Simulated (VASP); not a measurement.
# Sc3BP2 (Immm) in VASP: single point with PBE

Aim: the single point of Sc3BP2 with PBE.

Program: VASP 6.6.1. These are calculated values, not measurements. Logs are shortened: lines on timing, memory, paths and dates and some standing lists are left out, and cuts for length are marked.

## Step 1: The cell of the first run

Symmetry: Immm, No. 71, orthorhombic system. Conventional cell: a = 3.660 Å, b = 5.202 Å, c = 11.067 Å, α = 90.00°, β = 90.00°, γ = 90.00°. Within 3.4 Å of Sc (site symmetry mm2) lie 2 B at 2.55 Å and 4 P at 2.60 to 2.62 Å. Within 3.4 Å of Sc (site symmetry mmm) lie 2 B at 2.60 Å and 4 P at 2.62 Å. Within 3.4 Å of B (site symmetry mmm) lie 6 Sc at 2.55 to 2.60 Å. P (site symmetry mm2) has 6 Sc at 2.60 to 2.62 Å within 3.4 Å.

## Step 2: Single point, PBE

INCAR reads:

```
  ALGO = Normal
  EDIFF = 1E-7
  ENCUT = 520
  GGA = PE
  ISIF = 2
  ISMEAR = 0
  LASPH = T
  LCHARG = F
  LREAL = F
  LWAVE = F
  NBANDS = 32
  NELM = 100
  PREC = Accurate
  SIGMA = 0.2
```

KPOINTS reads:

```
k-points
0
Gamma
  5 5 5
```

POSCAR reads:

```
Sc3BP2
1.0
   -1.8299509514      2.6011006526      5.5335492328
    1.8299509514     -2.6011006526      5.5335492328
    1.8299509514      2.6011006526     -5.5335492328
Sc B P
3 1 2
Direct
    0.3396726856      0.3396726856      0.0000000000
    0.0000000000      0.0000000000      0.0000000000
    0.6603273144      0.6603273144      0.0000000000
    0.5000000000      0.0000000000      0.5000000000
    0.1697484124      0.6697484124      0.5000000000
    0.8302515876      0.3302515876      0.5000000000
```

Potentials or basis: VASP PAW PBE potentials, release 64 (Sc_sv, B, P).

The run is started by

```sh
cat potpaw_PBE.64/Sc_sv/POTCAR potpaw_PBE.64/B/POTCAR potpaw_PBE.64/P/POTCAR > POTCAR
mpirun -np 1 vasp_std > vasp.out
```

OUTCAR:

```text
EDIFF = 1E-7
   ENCUT = 520
   GGA = PE
   ISIF = 2
   ISMEAR = 0
   LASPH = T
   LREAL = F
   NELM = 100
   PREC = Accurate

 ion  position               nearest neighbor table
   1  0.340  0.340  0.000-   4 2.55   4 2.55   6 2.60   6 2.60   5 2.62   5 2.62
   2  0.000  0.000  0.000-   4 2.60   4 2.60   6 2.62   5 2.62   6 2.62   5 2.62
   3  0.660  0.660  0.000-   4 2.55   4 2.55   5 2.60   5 2.60   6 2.62   6 2.62
   4  0.500  0.000  0.500-   3 2.55   1 2.55   3 2.55   1 2.55   2 2.60   2 2.60
   5  0.170  0.670  0.500-   3 2.60   3 2.60   2 2.62   2 2.62   1 2.62   1 2.62
   6  0.830  0.330  0.500-   1 2.60   1 2.60   2 2.62   2 2.62   3 2.62   3 2.62

  LATTYP: Found a body centered orthorhombic cell.
 ALAT       =     3.6599019028
 B/A-ratio  =     1.4214045740
 C/A-ratio  =     3.0238784425

  Lattice vectors:

 A1 = (  -1.8299509514,   2.6011006526,   5.5335492328)
 A2 = (   1.8299509514,  -2.6011006526,   5.5335492328)
 A3 = (   1.8299509514,   2.6011006526,  -5.5335492328)

Analysis of symmetry for initial positions (statically):
=====================================================================
 Subroutine PRICEL returns:
 Original cell was already a primitive cell.

 Routine SETGRP: Setting up the symmetry group for a
 body centered orthorhombic supercell.

 Subroutine GETGRP returns: Found  8 space group operations
 (whereof  8 operations were pure point group operations)
 out of a pool of  8 trial point group operations.

The static configuration has the point symmetry D_2h.

Analysis of symmetry for dynamics (positions and initial velocities):
=====================================================================
 Subroutine PRICEL returns:
 Original cell was already a primitive cell.

 Routine SETGRP: Setting up the symmetry group for a
 body centered orthorhombic supercell.

 Subroutine GETGRP returns: Found  8 space group operations
 (whereof  8 operations were pure point group operations)
 out of a pool of  8 trial point group operations.

The dynamic configuration has the point symmetry D_2h.

 Subroutine INISYM returns: Found  8 space group operations
 (whereof  8 operations are pure point group operations),
 and found     1 'primitive' translations

----------------------------------------------------------------------------------------

                                     Primitive cell

  volume of cell :     105.3563

  direct lattice vectors                    reciprocal lattice vectors
    -1.829950951  2.601100653  5.533549233     0.000000000  0.192226318  0.090357920
     1.829950951 -2.601100653  5.533549233     0.273231367  0.000000000  0.090357920
     1.829950951  2.601100653 -5.533549233     0.273231367  0.192226318  0.000000000

  length of vectors
     6.382367288  6.382367288  6.382367288     0.212404122  0.287784526  0.334075346

  position of ions in fractional coordinates (direct lattice)
     0.339672686  0.339672686  0.000000000
     0.000000000  0.000000000  0.000000000
     0.660327314  0.660327314  0.000000000
     0.500000000  0.000000000  0.500000000
     0.169748412  0.669748412  0.500000000
     0.830251588  0.330251588  0.500000000

  ion indices of the primitive-cell ions
   primitive index   ion index
                 1           1
                 2           2
                 3           3
                 4           4
                 5           5
                 6           6

----------------------------------------------------------------------------------------

 KPOINTS: k-points

Automatic generation of k-mesh.
 Grid dimensions read from file:
 generate k-points for:    5    5    5

 Generating k-lattice:

  Cartesian coordinates                     Fractional coordinates (reciprocal lattice)
     0.000000000  0.038445264  0.018071584     0.200000000  0.000000000  0.000000000
     0.054646273  0.000000000  0.018071584     0.000000000  0.200000000  0.000000000
     0.054646273  0.038445264  0.000000000     0.000000000  0.000000000  0.200000000

  Length of vectors
     0.042480824  0.057556905  0.066815069

  Shift w.r.t. Gamma in fractional coordinates (k-lattice)
     0.000000000  0.000000000  0.000000000

 Subroutine IBZKPT returns following result:
 ===========================================

 Found     27 irreducible k-points:

 Following reciprocal coordinates:
            Coordinates               Weight
  0.000000  0.000000  0.000000      1.000000
  0.200000  0.000000 -0.000000      4.000000
  0.400000  0.000000 -0.000000      4.000000
 -0.000000  0.200000  0.000000      4.000000
  0.200000  0.200000  0.000000      8.000000
  0.400000  0.200000  0.000000      8.000000
[... 16 lines left out ...]
 -0.400000 -0.200000  0.200000      4.000000
 -0.200000 -0.200000  0.200000      2.000000
 [... further k-points ...]
   k-points           NKPTS =     27   k-points in BZ     NKDIM =     27   number of bands    NBANDS=     32
   number of dos      NEDOS =    301   number of ions     NIONS =      6
   total plane-waves  NPLWV = 110592
   dimension x,y,z NGX =    48 NGY =   48 NGZ =   48
   dimension x,y,z NGXF=    96 NGYF=   96 NGZF=   96
   ions per type =               3   1   2
   NGX,Y,Z   is equivalent  to a cutoff of  12.50, 12.50, 12.50 a.u.
   NGXF,Y,Z  is equivalent  to a cutoff of  25.01, 25.01, 25.01 a.u.
 SYSTEM =  unknown system
   PREC   = accura    normal or accurate (medium, high low for compatibility)
   ISTART =      0    job   : 0-new  1-cont  2-samecut
   ICHARG =      2    charge: 1-file 2-atom 10-const
   ISPIN  =      1    spin polarized calculation?
   LNONCOLLINEAR =      F non collinear calculations
   LSORBIT =      F    spin-orbit coupling
   LASPH  =      T    aspherical Exc in radial PAW
   ENCUT  =  520.0 eV  38.22 Ry    6.18 a.u.  11.87 11.87 11.87*2*pi/ulx,y,z
   NELM   =    100;   NELMIN=  2; NELMDL= -5     # of ELM steps
   EDIFF  = 0.1E-06   stopping-criterion for ELM
   LREAL  =      F    real-space projection
   EDIFFG = 0.1E-05   stopping-criterion for IOM
   NSW    =      0    number of steps for IOM
   IBRION =     -1    ionic relax: 0-MD 1-quasi-New 2-CG
   NFREE  =      0    steps in history (QN), initial steepest desc. (CG)
   ISIF   =      2    stress and relaxation
   ISYM   =      2    0-nonsym 1-usesym 2-fastsym
   POTIM  = 0.5000    time-step for ionic-motion
   TEBEG  =    0.0;   TEEND  =   0.0 temperature during run
   PSTRESS=    0.0 pullay stress
   NELECT =      46.0000    total number of electrons
   NUPDOWN=      -1.0000    fix difference up-down
   EMIN   =  10.00;   EMAX   =-10.00  energy-range for DOS
   EFERMI =   0.00;   METHOD = LEGACY
   ISMEAR =     0;   SIGMA  =   0.20  broadening in eV -4-tet -1-fermi 0-gaus
   EFERMI_NEDOS =   21; number of points for ismear=-14 and -15
   IALGO  =     38    algorithm
   IMIX   =      4    mixing-type and parameters
     AMIX     =   0.40;   BMIX     =  1.00
     AMIX_MAG =   1.60;   BMIX_MAG =  1.00
  volume/ion in A,a.u.               =      17.56       118.50
  Fermi-wavevector in a.u.,A,eV,Ry     =   1.241959  2.346963 20.986477  1.542463
  Thomas-Fermi vector in A             =   2.376334
   LORBIT       =      0    0 simple, 1 ext, 2 COOP (PROOUT), +10 PAW based schemes
   GGA     = PE    functional components
   LHFCALC =     F    Hartree Fock is set to
   AEXX    =    0.0000 exact exchange contribution
   IVDW    =     0    specifies the selected vdW correction
   LEPSILON=     F    determine dielectric tensor
   LRPA    =     F    only Hartree local field effects (RPA)
 non-spin polarized calculation
 Gauss-broadening in eV      SIGMA  =   0.20
  energy-cutoff  :      520.00
  volume of cell :      105.36
 maximum number of plane-waves:      2851
   NGX = 23   NGY = 23   NGZ = 23

 number of electron      45.9999998 magnetization

 Free energy of the ion-electron system (eV)
  ---------------------------------------------------
  ext. energy  EPLUGINS =         0.00000000
  ---------------------------------------------------
  free energy    TOTEN  =       -41.47466638 eV

  energy without entropy =      -41.39840680  energy(sigma->0) =      -41.43653659

 E-fermi :   4.7550     XC(G=0): -10.5631

 val. band max:        4.7160976136   @ k =  -0.2000   0.2000   0.2000
 cond. band min:       4.7884049855   @ k =   0.2000   0.2000   0.0000
 fundamental gap:      0.0723073719
 Fermi energy:         4.7550217477

 k-point     1 :       0.0000    0.0000    0.0000
  band No.  band energies     occupation
      1     -43.9418      2.00000
      2     -43.8792      2.00000
      3     -43.8690      2.00000
      4     -22.6430      2.00000
      5     -22.5980      2.00000
      6     -22.5950      2.00000
[... 24 lines left out ...]
     31       7.7299      0.00000
     32       8.1876      0.00000

 k-point     2 :       0.2000    0.0000   -0.0000
  band No.  band energies     occupation
      1     -43.9413      2.00000
      2     -43.8787      2.00000
      3     -43.8700      2.00000
      4     -22.6585      2.00000
      5     -22.6036      2.00000
      6     -22.5972      2.00000
[... 24 lines left out ...]
     31       8.1972      0.00000
     32       8.3630      0.00000

 k-point     3 :       0.4000    0.0000   -0.0000
  band No.  band energies     occupation
      1     -43.9406      2.00000
      2     -43.8770      2.00000
      3     -43.8722      2.00000
      4     -22.6722      2.00000
      5     -22.5982      2.00000
      6     -22.5958      2.00000
[... 24 lines left out ...]
     31       8.3156      0.00000
     32       8.7897      0.00000

 k-point     4 :      -0.0000    0.2000    0.0000
  band No.  band energies     occupation
      1     -43.9395      2.00000
      2     -43.8769      2.00000
      3     -43.8683      2.00000
      4     -22.6391      2.00000
      5     -22.6302      2.00000
      6     -22.5931      2.00000
[... 24 lines left out ...]
     31       8.2950      0.00000
     32       8.2975      0.00000

 k-point     5 :       0.2000    0.2000    0.0000
  band No.  band energies     occupation
      1     -43.9391      2.00000
      2     -43.8761      2.00000
      3     -43.8694      2.00000
      4     -22.6483      2.00000
      5     -22.6331      2.00000
      6     -22.5939      2.00000
[... 584 lines left out ...]
     31       8.4338      0.00000
     32       8.5015      0.00000

 k-point    22 :       0.4000   -0.2000    0.2000
  band No.  band energies     occupation
      1     -43.9405      2.00000
      2     -43.8757      2.00000
      3     -43.8736      2.00000
      4     -22.6658      2.00000
      5     -22.5973      2.00000
      6     -22.5961      2.00000
[... 24 lines left out ...]
     31       8.1641      0.00000
     32       8.4520      0.00000

 k-point    23 :      -0.4000   -0.2000    0.2000
  band No.  band energies     occupation
      1     -43.9410      2.00000
      2     -43.8775      2.00000
      3     -43.8715      2.00000
      4     -22.6521      2.00000
      5     -22.6113      2.00000
      6     -22.5983      2.00000
[... 24 lines left out ...]
     31       8.1974      0.00000
     32       8.5533      0.00000

 k-point    24 :      -0.2000   -0.2000    0.2000
  band No.  band energies     occupation
      1     -43.9415      2.00000
      2     -43.8786      2.00000
      3     -43.8699      2.00000
      4     -22.6413      2.00000
      5     -22.6134      2.00000
      6     -22.5989      2.00000
[... 24 lines left out ...]
     31       8.3910      0.00000
     32       8.4233      0.00000

 [... further k-points ...]
[... 5 lines left out ...]
  --------------------------------------------------------------------------------------
  -------------------------------------------------------------------------------------
  Total       -0.0466169     -0.0778790     -0.0508181      0.0000000      0.0000000      0.0000000
  in kB       -0.7089143     -1.1843234     -0.7728029      0.0000000      0.0000000      0.0000000
  external PRESSURE =      -0.8886802 kB  Pullay stress =       0.0000000 kB

 VOLUME and BASIS-vectors are now :
 -----------------------------------------------------------------------------
  energy-cutoff  :      520.00
  volume of cell :      105.36
      direct lattice vectors                 reciprocal lattice vectors
    -1.829950951  2.601100653  5.533549233     0.000000000  0.192226318  0.090357920
     1.829950951 -2.601100653  5.533549233     0.273231367  0.000000000  0.090357920
     1.829950951  2.601100653 -5.533549233     0.273231367  0.192226318  0.000000000

 POSITION                                       TOTAL-FORCE (eV/Angst)
 -----------------------------------------------------------------------------------
      0.00000      0.00000      3.75919         0.000000      0.000000      0.030182
      0.00000      0.00000      0.00000        -0.000000      0.000000     -0.000000
      0.00000      0.00000      7.30791        -0.000000     -0.000000     -0.030182
      0.00000      2.60110      0.00000        -0.000000      0.000000     -0.000000
      1.82995      0.00000      1.87862        -0.000000     -0.000000      0.004307
      0.00000      2.60110      3.65493         0.000000      0.000000     -0.004307
 -----------------------------------------------------------------------------------
    total drift:                                0.000000      0.000000     -0.000000

  FREE ENERGIE OF THE ION-ELECTRON SYSTEM (eV)
  ---------------------------------------------------
  free  energy   TOTEN  =       -41.4746663818 eV

  energy  without entropy=      -41.3984067983  energy(sigma->0) =      -41.43653659
```

Run time: 2.7 min. Hardware: 1 thread of AMD EPYC 9R45 (Zen 5), shared host; peak memory 0.33 GiB.

Results:

| Quantity | Value |
| --- | --- |
| Free energy | -41.4747 eV |
| Pressure | -0.1 GPa |
| Largest force | 0.030 eV/Å |
| Band gap on the k mesh | zero (band 23 reaches 6.46 eV, above the bottom of band 24 at 4.38 eV) |

Forces in eV/Å, atoms in the order of the input:
```
Sc   0.000  0.000  0.030
Sc   0.000  0.000  0.000
Sc   0.000  0.000 -0.030
B    0.000  0.000  0.000
P    0.000  0.000  0.004
P    0.000  0.000 -0.004
```

Levels at points of the mesh, in eV from the Fermi level:
| k point | band 20 | band 21 | band 22 | band 23 | band 24 | band 25 | band 26 | band 27 |
| --- | --- | --- | --- | --- | --- | --- | --- | --- |
| (0.00, 0.00, 0.00) | -1.41 | -0.56 | 1.68 | 1.70 | 1.74 | 1.76 | 1.86 | 2.03 |

Caveat: the k points lie up to 0.42 Å⁻¹ apart.
